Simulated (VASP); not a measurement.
Crystal: CaVO3.

```
Ca V O
1.0
     3.83041    0.00000    0.00000
     0.00000    3.83041    0.00000
     0.00000    0.00000    3.83041
Ca V O
1 1 3
Direct
  0.00000 0.00000 0.00000
  0.50000 0.50000 0.50000
  0.50000 0.50000 0.00000
  0.00000 0.50000 0.50000
  0.50000 0.00000 0.50000
```

Base run:

| Item | Value |
| --- | --- |
| Program | VASP 6.6.1 |
| Functional | LDA |
| Potentials or basis | VASP PAW LDA potentials, release 64 (Ca_sv, V_sv, O) |
| Cutoff | 600 eV |
| k mesh | 6 × 6 × 6 |
| Occupations | gaussian, width 0.1 eV |
| Spin | collinear spin, ferromagnetic start |
| Starting moments | [0.0, 1.0, 0.0, 0.0, 0.0] μB |
| Hubbard terms | V d U = 6.0 eV |

Its results: pressure -8.0 GPa; net moment 1.00 μB per cell.

Problem. The run is repeated on the same cell with these changes: hubbard terms from V d U = 6.0 eV to none. What comes out?

Solution. Pressure -15.9 GPa; net moment 0.00 μB per cell.

Caveats: the cell stands under tension.
